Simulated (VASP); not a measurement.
## WCl4F2: relaxation of cell and atoms with PBE

Crystal: WCl4F2.

```
W Cl F
1.0
    -3.70979    3.70979    4.12009
     3.70979   -3.70979    4.12009
     3.70979    3.70979   -4.12009
W Cl F
1 4 2
Direct
  0.00000 0.00000 0.00000
  0.78095 0.21905 0.00000
  0.78095 0.78095 0.56190
  0.21905 0.21905 0.43810
  0.21905 0.78095 0.00000
  0.77340 0.77340 0.00000
  0.22660 0.22660 0.00000
```

```yaml
Program: VASP 6.6.1
Task: relaxation of cell and atoms
Functional: PBE
Potentials_or_basis: VASP PAW PBE potentials, release 64 (W_sv, Cl, F)
Cutoff: 600 eV
k_mesh: 6 × 6 × 6
Occupations: gaussian, width 0.02 eV
Spin: no spin polarisation
Dipole_correction: no
Further_INCAR_settings: ALGO = Normal; EDIFF = 1e-07; IBRION = 2; EDIFFG = -0.01; NSW = 100; ISIF = 3
```

```json
{
 "Relaxed volume": "31.22 Å³/atom",
 "Relaxed cell": "a = 6.589 Å, b = 6.589 Å, c = 6.589 Å, α = 112.49°, β = 112.49°, γ = 103.58°",
 "Space group after relaxing (to 0.1 Å)": "I4/mmm (No. 139)",
 "Energy gained by relaxing": "0.9 meV/atom",
 "Ionic steps": "20",
 "Pressure after relaxing": "0.0 GPa",
 "Largest force after relaxing": "0.006 eV/Å",
 "Band gap on the k mesh": "1.67 eV (least direct gap 1.72 eV)"
}
```

Forces on the atoms (eV/Å):
```
W    0.000  0.000  0.000
Cl  -0.003  0.003  0.000
Cl   0.003  0.003  0.000
Cl  -0.003 -0.003  0.000
Cl   0.003 -0.003  0.000
F    0.000  0.000  0.006
F    0.000  0.000 -0.006
```

The path:
```
step  energy change (eV)  largest force (eV/Å)  pressure (GPa)  volume (Å³)
   1              0.0000                0.3679            0.26       226.81
   2              0.0083                0.5627           -0.67       228.51
   3             -0.0045                0.0205           -0.10       227.43
   4             -0.0045                0.0203           -0.10       227.42
   5             -0.0046                0.0427            0.05       226.88
   6             -0.0047                0.0172           -0.01       227.10
   7             -0.0047                0.0167           -0.02       226.95
   8             -0.0048                0.0275           -0.05       226.51
   9             -0.0049                0.0912           -0.11       225.63
  10             -0.0049                0.0627           -0.08       226.02
  11             -0.0049                0.0625           -0.08       225.99
  12             -0.0049                0.0617           -0.08       225.90
  13             -0.0050                0.0601           -0.08       225.72
  14             -0.0051                0.0568           -0.07       225.35
  15             -0.0054                0.0501           -0.06       224.62
  16             -0.0058                0.0365           -0.04       223.16
  17             -0.0063                0.0169            0.01       220.26
  18             -0.0058                0.0522            0.14       214.54
  19             -0.0064                0.0203            0.05       218.77
  20             -0.0064                0.0062           -0.02       218.52
```

Final structure:
```
W Cl F
1.0
    -3.66115    3.66115    4.07558
     3.66115   -3.66115    4.07558
     3.66115    3.66115   -4.07558
W Cl F
1 4 2
Cartesian
  0.0000 0.0000 0.0000
  -2.0374 2.0374 4.0756
  2.0374 2.0374 4.0756
  1.6237 1.6237 0.0000
  2.0374 -2.0374 4.0756
  0.0000 0.0000 6.2705
  0.0000 0.0000 1.8807
```

Levels at points of the mesh, in eV from the valence-band top:
| k point | band 25 | band 26 | band 27 | band 28 | band 29 | band 30 | band 31 | band 32 |
| --- | --- | --- | --- | --- | --- | --- | --- | --- |
| (0.00, 0.00, 0.00) | -0.64 | -0.64 | -0.54 | 0.00 | 1.73 | 2.22 | 2.22 | 5.57 |
| (0.50, 0.00, 0.00) | -0.92 | -0.82 | -0.60 | -0.18 | 1.86 | 2.34 | 2.38 | 5.34 |
| (0.50, 0.50, 0.00) | -0.89 | -0.88 | -0.70 | -0.34 | 2.04 | 2.22 | 2.54 | 4.92 |
| (0.50, 0.50, 0.50) | -0.88 | -0.61 | -0.61 | -0.04 | 1.67 | 2.54 | 2.54 | 5.54 |

Run time: 37 min on 1 thread of AMD EPYC 9R45 96-Core Processor (Zen 5) (shared host), peak memory 0.57 GiB.

Caveat: spin-orbit coupling is left out, which moves the levels of the heavy elements; this functional lacks dispersion, which binds layers or chains, so the pressure and a relaxed spacing across them are unreliable. A k mesh can miss the band edges.
